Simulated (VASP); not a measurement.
# BaTiO3 (Amm2) in VASP: further runs

The runs below take BaTiO3 through electric field gradients, with PBEsol.

Program: VASP 6.6.1. These are calculated values, not measurements. Logs are shortened: lines on timing, memory, paths and dates and some standing lists are left out, and cuts for length are marked.

## 1. The cell of the first run

It takes space group Amm2 (No. 38, orthorhombic). Conventional cell: a = 4.062 Å, b = 5.785 Å, c = 5.803 Å, α = 90.00°, β = 90.00°, γ = 90.00°. Within 3.8 Å of Ba (site symmetry mm2) lie 12 O at 2.86 to 2.95 Å and 8 Ti at 3.50 to 3.58 Å. Ti (site symmetry mm2) has 6 O at 1.99 to 2.11 Å within 2.6 Å. O (site symmetry mm2) has 2 Ti at 2.03 Å within 2.7 Å. Within 2.6 Å of O (site symmetry m) lie 2 Ti at 1.99 to 2.11 Å.

## 2. Electric field gradients, PBEsol (13.64 Å³/atom)

The input, INCAR:

```
SYSTEM = BaTiO3
PREC = Accurate
ENCUT = 520
EDIFF = 1E-8
ISMEAR = -1
SIGMA = 0.05
LREAL = .False.
LASPH = .True.
NELM = 100
ALGO = Normal
ISIF = 2
LWAVE = .False.
LCHARG = .False.
GGA = PS
LEFG = .True.
NBANDS = 28
```

The input, KPOINTS:

```
Automatic mesh
0
Gamma
  8 8 8
  0 0 0
```

The input, POSCAR:

```
BaTiO3
1.0
    4.0622394458      0.0000000000      0.0000000000
    0.0000000000      2.8926925578      2.9016141701
    0.0000000000     -2.8926925578      2.9016141701
Ba Ti O
1 1 3
Direct
    0.0000000000      0.0000000000      0.0000000000
    0.5000000000      0.5079000000      0.5079000000
    0.0000000000      0.4921000000      0.4921000000
    0.5000000000      0.5025100000      0.9937100000
    0.5000000000      0.9937100000      0.5025100000
```

Potentials or basis: VASP PAW PBE potentials, release 64 (Ba_sv, Ti_sv, O).

Command:

```bash
cat potpaw_PBE.64/Ba_sv/POTCAR potpaw_PBE.64/Ti_sv/POTCAR potpaw_PBE.64/O/POTCAR > POTCAR
mpirun -np 1 vasp_std > vasp.out
```

OUTCAR:

```text
SYSTEM = BaTiO3
   PREC = Accurate
   ENCUT = 520
   EDIFF = 1E-8
   ISMEAR = -1
   LREAL = .False.
   LASPH = .True.
   NELM = 100
   ISIF = 2
   GGA = PS

 ion  position               nearest neighbor table
   1  0.000  0.000  0.000-   3 2.86   4 2.88   5 2.88   4 2.88   5 2.88   4 2.89   5 2.89   5 2.89
                             4 2.89   3 2.89   3 2.89   3 2.95   2 3.50   2 3.50   2 3.53   2 3.53
   2  0.500  0.508  0.508-   4 1.99   5 1.99   3 2.03   3 2.03   5 2.11   4 2.11   1 3.50   1 3.50
                             1 3.53   1 3.53   1 3.53   1 3.53   1 3.58   1 3.58
   3  0.000  0.492  0.492-   2 2.03   2 2.03   1 2.86   1 2.89   1 2.89   1 2.95
   4  0.500  0.503  0.994-   2 1.99   2 2.11   1 2.88   1 2.88   1 2.89   1 2.89
   5  0.500  0.994  0.503-   2 1.99   2 2.11   1 2.88   1 2.88   1 2.89   1 2.89

  LATTYP: Found a base centered orthorhombic cell.
 ALAT       =     5.7853851156
 B/A-ratio  =     1.0030841896
 C/A-ratio  =     0.7021554079

  Lattice vectors:

 A1 = (   0.0000000000,   2.8926925578,  -2.9016141701)
 A2 = (   0.0000000000,   2.8926925578,   2.9016141701)
 A3 = (   4.0622394458,   0.0000000000,   0.0000000000)

Analysis of symmetry for initial positions (statically):
=====================================================================
 Subroutine PRICEL returns:
 Original cell was already a primitive cell.

 Routine SETGRP: Setting up the symmetry group for a
 base centered orthorhombic supercell.

 Subroutine GETGRP returns: Found  4 space group operations
 (whereof  4 operations were pure point group operations)
 out of a pool of  8 trial point group operations.

The static configuration has the point symmetry C_2v.

Analysis of symmetry for dynamics (positions and initial velocities):
=====================================================================
 Subroutine PRICEL returns:
 Original cell was already a primitive cell.

 Routine SETGRP: Setting up the symmetry group for a
 base centered orthorhombic supercell.

 Subroutine GETGRP returns: Found  4 space group operations
 (whereof  4 operations were pure point group operations)
 out of a pool of  8 trial point group operations.

The dynamic configuration has the point symmetry C_2v.

 Subroutine INISYM returns: Found  4 space group operations
 (whereof  4 operations are pure point group operations),
[... 153 lines left out ...]
 fundamental gap:      1.6332924183
 Fermi energy:         4.0719272759

 k-point     1 :       0.0000    0.0000    0.0000
  band No.  band energies     occupation
      1     -53.3581      2.00000
      2     -29.6567      2.00000
      3     -29.6554      2.00000
      4     -29.6505      2.00000
      5     -21.6867      2.00000
      6     -13.4418      2.00000
[... 733 lines left out ...]
     27      10.9041      0.00000
     28      12.3967      0.00000

 [... further k-points ...]

------------------------ aborting loop because EDIFF is reached ----------------------------------------

  FORCE on cell =-STRESS in cart. coord.  units (eV):
  Direction    XX          YY          ZZ          XY          YZ          ZX
  --------------------------------------------------------------------------------------
  -------------------------------------------------------------------------------------
  Total       -4.4635718     -4.6535146     -4.9155788      0.0000000      0.0000000      0.0000000
  in kB     -104.8710581   -109.3337402   -115.4909061      0.0000000      0.0000000      0.0000000
  external PRESSURE =    -109.8985682 kB  Pullay stress =       0.0000000 kB

 VOLUME and BASIS-vectors are now :
 -----------------------------------------------------------------------------
  energy-cutoff  :      520.00
  volume of cell :       68.19
      direct lattice vectors                 reciprocal lattice vectors
     4.062239446  0.000000000  0.000000000     0.246169635  0.000000000  0.000000000
     0.000000000  2.892692558  2.901614170     0.000000000  0.172849340  0.172317879
     0.000000000 -2.892692558  2.901614170     0.000000000 -0.172849340  0.172317879

 POSITION                                       TOTAL-FORCE (eV/Angst)
 -----------------------------------------------------------------------------------
      0.00000      0.00000      0.00000         0.000000      0.000000      0.082780
      2.03112      0.00000      2.94746         0.000000      0.000000      0.391742
      0.00000      0.00000      2.85577         0.000000      0.000000      0.118171
      2.03112     -1.42089      4.34145         0.000000      0.154073     -0.296346
      2.03112      1.42089      4.34145         0.000000     -0.154073     -0.296346
 -----------------------------------------------------------------------------------
    total drift:                                0.000000     -0.000000     -0.000259

  FREE ENERGIE OF THE ION-ELECTRON SYSTEM (eV)
  ---------------------------------------------------
  free  energy   TOTEN  =       -41.8125052998 eV

  energy  without entropy=      -41.8125052946  energy(sigma->0) =      -41.81250530

 Electric field gradients (V/A^2)
---------------------------------------------------------------------
 ion       V_xx      V_yy      V_zz      V_xy      V_xz      V_yz
---------------------------------------------------------------------
   1       0.720    -1.185     0.466    -0.000    -0.000     0.000
   2      -5.339     2.759     2.580    -0.000    -0.000    -0.000
   3      27.200   -13.175   -14.025     0.000     0.000    -0.000
   4     -14.580     6.806     7.774     0.000     0.000   -20.454
   5     -14.580     6.806     7.774    -0.000     0.000    20.454
---------------------------------------------------------------------

 Electric field gradients after diagonalization (V/A^2)
 (convention: |V_zz| > |V_xx| > |V_yy|)
----------------------------------------------------------------------
 ion       V_xx      V_yy      V_zz     asymmetry (V_yy - V_xx)/ V_zz
----------------------------------------------------------------------
   1       0.720     0.466    -1.185       0.215
   2       2.759     2.580    -5.339       0.034
   3     -14.025   -13.175    27.200       0.031
   4     -14.580   -13.170    27.749       0.051
   5     -14.580   -13.170    27.749       0.051
----------------------------------------------------------------------

           NMR quadrupolar parameters

 Cq : quadrupolar parameter    Cq=e*Q*V_zz/h
 eta: asymmetry parameters     (V_yy - V_xx)/ V_zz
 Q  : nuclear electric quadrupole moment in mb (millibarn)
----------------------------------------------------------------------
 ion       Cq(MHz)       eta       Q (mb)
----------------------------------------------------------------------
   1      -0.003       0.215       1.000
   2      -0.013       0.034       1.000
   3       0.066       0.031       1.000
   4       0.067       0.051       1.000
   5       0.067       0.051       1.000
----------------------------------------------------------------------
```

Run time: 5 min. Hardware: 1 thread of Intel Xeon 8259CL, shared host; peak memory 0.32 GiB.

What came out:

* Free energy: -41.8125 eV
* Pressure: -11.0 GPa
* Largest force: 0.392 eV/Å
* Band gap on the k mesh: 1.63 eV (least direct gap 1.86 eV)
* Largest electric field gradient by atom: Ba -1.2; Ti -5.3; O +27.2, +27.7 (each value once) V/Å²

Forces on the atoms (eV/Å):
```
Ba   0.000  0.000  0.083
Ti   0.000  0.000  0.392
O    0.000  0.000  0.118
O    0.000  0.154 -0.296
O    0.000 -0.154 -0.296
```

Electric field gradients, principal values (V/Å²):
```csv
atom,least,middle,greatest (by size)
1 Ba,0.466,0.720,-1.185
2 Ti,2.580,2.759,-5.339
3 O,-13.175,-14.025,27.200
4 O,-13.170,-14.580,27.749
5 O,-13.170,-14.580,27.749
```

Caveat: the cell stands under tension; without QUAD_EFG the Cq values of the log hold for a quadrupole moment of 1 mb, not for the nuclei; the PAW data sets were made with another functional, which shifts forces and pressure a little; spin-orbit coupling is left out, which moves the levels of the heavy elements. A k mesh can miss the band edges.

## 3. Electric field gradients, PBEsol (12.09 Å³/atom)

This run uses another cell than the first one, of 12.09 Å³/atom.

The input, INCAR:

```
  PREC = Accurate
  ENCUT = 520
  EDIFF = 1E-8
  ISMEAR = -1
  SIGMA = 0.05
  LREAL = F
  LASPH = T
  NELM = 60
  ALGO = Normal
  ISIF = 2
  LWAVE = F
  LCHARG = F
  GGA = PS
  LEFG = T
  NBANDS = 28
```

The input, KPOINTS:

```
Automatic mesh
0
Gamma
  8 8 8
```

POSCAR, as its differences from that of step 2:

```diff
@@ -2,5 +2,5 @@
 1.0
-    4.0622394458      0.0000000000      0.0000000000
-    0.0000000000      2.8926925578      2.9016141701
-    0.0000000000     -2.8926925578      2.9016141701
+    3.9027690157      0.0000000000      0.0000000000
+    0.0000000000      2.7791347697      2.7877061482
+    0.0000000000     -2.7791347697      2.7877061482
 Ba Ti O
```

Potentials or basis: VASP PAW PBE potentials, release 64 (Ba_sv, Ti_sv, O).

Command:

```bash
cat potpaw_PBE.64/Ba_sv/POTCAR potpaw_PBE.64/Ti_sv/POTCAR potpaw_PBE.64/O/POTCAR > POTCAR
mpirun -np 1 vasp_std > vasp.out
```

OUTCAR:

```text
PREC = Accurate
   ENCUT = 520
   EDIFF = 1E-8
   ISMEAR = -1
   LREAL = F
   LASPH = T
   NELM = 60
   ISIF = 2
   GGA = PS

 ion  position               nearest neighbor table
   1  0.000  0.000  0.000-   3 2.74   4 2.76   5 2.76   4 2.76   5 2.76   4 2.78   5 2.78   5 2.78
                             4 2.78   3 2.78   3 2.78   3 2.83   2 3.37   2 3.37   2 3.40   2 3.40
   2  0.500  0.508  0.508-   4 1.91   5 1.91   3 1.95   3 1.95   5 2.02   4 2.02   1 3.37   1 3.37
                             1 3.40   1 3.40   1 3.40   1 3.40   1 3.44   1 3.44
   3  0.000  0.492  0.492-   2 1.95   2 1.95   1 2.74   1 2.78   1 2.78   1 2.83
   4  0.500  0.503  0.994-   2 1.91   2 2.02   1 2.76   1 2.76   1 2.78   1 2.78
   5  0.500  0.994  0.503-   2 1.91   2 2.02   1 2.76   1 2.76   1 2.78   1 2.78

  LATTYP: Found a base centered orthorhombic cell.
 ALAT       =     5.5582695394
 B/A-ratio  =     1.0030841896
 C/A-ratio  =     0.7021554079

  Lattice vectors:

 A1 = (   0.0000000000,   2.7791347697,  -2.7877061482)
 A2 = (   0.0000000000,   2.7791347697,   2.7877061482)
 A3 = (   3.9027690157,   0.0000000000,   0.0000000000)

Analysis of symmetry for initial positions (statically):
=====================================================================
 Subroutine PRICEL returns:
 Original cell was already a primitive cell.

 Routine SETGRP: Setting up the symmetry group for a
 base centered orthorhombic supercell.

 Subroutine GETGRP returns: Found  4 space group operations
 (whereof  4 operations were pure point group operations)
 out of a pool of  8 trial point group operations.

The static configuration has the point symmetry C_2v.

Analysis of symmetry for dynamics (positions and initial velocities):
=====================================================================
 Subroutine PRICEL returns:
 Original cell was already a primitive cell.
[... 921 lines left out ...]
  Total        3.8554676      3.5048255      3.1961351      0.0000000      0.0000000      0.0000000
  in kB      102.1476077     92.8576187     84.6791066      0.0000000      0.0000000      0.0000000
  external PRESSURE =      93.2281110 kB  Pullay stress =       0.0000000 kB

 VOLUME and BASIS-vectors are now :
 -----------------------------------------------------------------------------
  energy-cutoff  :      520.00
  volume of cell :       60.47
      direct lattice vectors                 reciprocal lattice vectors
     3.902769016  0.000000000  0.000000000     0.256228333  0.000000000  0.000000000
     0.000000000  2.779134770  2.787706148     0.000000000  0.179912110  0.179358933
     0.000000000 -2.779134770  2.787706148     0.000000000 -0.179912110  0.179358933

 POSITION                                       TOTAL-FORCE (eV/Angst)
 -----------------------------------------------------------------------------------
      0.00000      0.00000      0.00000         0.000000      0.000000      0.092699
      1.95138      0.00000      2.83175         0.000000      0.000000     -0.024958
      0.00000      0.00000      2.74366         0.000000      0.000000      0.073898
      1.95138     -1.36511      4.17102         0.000000     -0.141041     -0.070820
      1.95138      1.36511      4.17102         0.000000      0.141041     -0.070820
 -----------------------------------------------------------------------------------
    total drift:                                0.000000     -0.000000      0.000221

  FREE ENERGIE OF THE ION-ELECTRON SYSTEM (eV)
  ---------------------------------------------------
  free  energy   TOTEN  =       -41.8987092266 eV

  energy  without entropy=      -41.8987092261  energy(sigma->0) =      -41.89870923

 Electric field gradients (V/A^2)
---------------------------------------------------------------------
 ion       V_xx      V_yy      V_zz      V_xy      V_xz      V_yz
---------------------------------------------------------------------
   1       0.728    -1.542     0.814     0.000     0.000    -0.000
   2      -6.463     3.441     3.022    -0.000    -0.000    -0.000
   3      16.720    -7.925    -8.795     0.000    -0.000    -0.000
   4      -9.418     4.189     5.229     0.000    -0.000   -12.688
   5      -9.418     4.189     5.229    -0.000     0.000    12.688
---------------------------------------------------------------------

 Electric field gradients after diagonalization (V/A^2)
 (convention: |V_zz| > |V_xx| > |V_yy|)
----------------------------------------------------------------------
 ion       V_xx      V_yy      V_zz     asymmetry (V_yy - V_xx)/ V_zz
----------------------------------------------------------------------
   1       0.814     0.728    -1.542       0.056
   2       3.441     3.022    -6.463       0.065
   3      -8.795    -7.925    16.720       0.052
   4      -9.418    -7.990    17.408       0.082
   5      -9.418    -7.990    17.408       0.082
----------------------------------------------------------------------

           NMR quadrupolar parameters

 Cq : quadrupolar parameter    Cq=e*Q*V_zz/h
 eta: asymmetry parameters     (V_yy - V_xx)/ V_zz
 Q  : nuclear electric quadrupole moment in mb (millibarn)
----------------------------------------------------------------------
 ion       Cq(MHz)       eta       Q (mb)
----------------------------------------------------------------------
   1      -0.004       0.056       1.000
   2      -0.016       0.065       1.000
   3       0.040       0.052       1.000
   4       0.042       0.082       1.000
   5       0.042       0.082       1.000
----------------------------------------------------------------------
```

OSZICAR:

```text
N       E                     dE             d eps       ncg     rms          rms(c)
DAV:   1     0.438804043198E+03    0.43880E+03   -0.21058E+04  5880   0.157E+03
DAV:   2    -0.508017712618E+01   -0.44388E+03   -0.42155E+03  6632   0.433E+02
DAV:   3    -0.497172384192E+02   -0.44637E+02   -0.44215E+02  8076   0.135E+02
DAV:   4    -0.519062631131E+02   -0.21890E+01   -0.21843E+01  8860   0.255E+01
[... 11 lines left out ...]
DAV:  16    -0.418987092186E+02    0.22980E-06   -0.94406E-07  8724   0.626E-03    0.210E-03
DAV:  17    -0.418987092387E+02   -0.20103E-07   -0.88702E-08  6920   0.241E-03    0.119E-03
DAV:  18    -0.418987092128E+02    0.25969E-07   -0.52635E-08  6008   0.217E-03    0.296E-04
DAV:  19    -0.418987092249E+02   -0.12103E-07   -0.25383E-08  4884   0.875E-04    0.494E-04
DAV:  20    -0.418987092266E+02   -0.17403E-08   -0.26400E-09  3836   0.366E-04
   1 F= -.41898709E+02 E0= -.41898709E+02  d E =-.479717E-09
```

stdout:

```text
POSCAR found type information on POSCAR BaTiO
 POSCAR found :  3 types and       5 ions
 scaLAPACK will be used
 -----------------------------------------------------------------------------
|                                                                             |
|                                                                             |
|     You enforced a specific xc type in the INCAR file but a different       |
|     I HOPE YOU KNOW WHAT YOU ARE DOING!                                     |
|                                                                             |
 -----------------------------------------------------------------------------

 LDA part: xc-table for (Slater+PW92), standard interpolation
 POSCAR, INCAR and KPOINTS ok, starting setup
 FFT: planning ... GRIDC
 FFT: planning ... GRID_SOFT
 FFT: planning ... GRID
 WAVECAR not read
 entering main loop
ion   1

ion   2

ion   3

ion   4

ion   5
```

Run time: 7.1 min. Hardware: 1 thread of Intel Xeon 8259CL, shared host; peak memory 0.3 GiB.

Results:

```
Free energy                             : -41.8987 eV
Pressure                                : 9.3 GPa
Largest force                           : 0.158 eV/Å
Band gap on the k mesh                  : 1.86 eV (least direct gap 1.97 eV)
Largest electric field gradient by atom : Ba -1.5; Ti -6.5; O +16.7, +17.4 (each value once) V/Å²
```

Forces in eV/Å, atoms in the order of the input:
```
Ba   0.000  0.000  0.093
Ti   0.000  0.000 -0.025
O    0.000  0.000  0.074
O    0.000 -0.141 -0.071
O    0.000  0.141 -0.071
```

Stress tensor (GPa, compression positive):
```
10.21  0.00  0.00
 0.00  9.29  0.00
 0.00  0.00  8.47
```

Electric field gradients, principal values (V/Å²):
| atom | least | middle | greatest (by size) |
| --- | --- | --- | --- |
| 1 Ba | 0.728 | 0.814 | -1.542 |
| 2 Ti | 3.022 | 3.441 | -6.463 |
| 3 O | -7.925 | -8.795 | 16.720 |
| 4 O | -7.990 | -9.418 | 17.408 |
| 5 O | -7.990 | -9.418 | 17.408 |

Caveat: the cell stands under pressure; without QUAD_EFG the Cq values of the log hold for a quadrupole moment of 1 mb, not for the nuclei; the PAW data sets were made with another functional, which shifts forces and pressure a little; spin-orbit coupling is left out, which moves the levels of the heavy elements. A k mesh can miss the band edges.

(Part 1 of 2 ends here.)
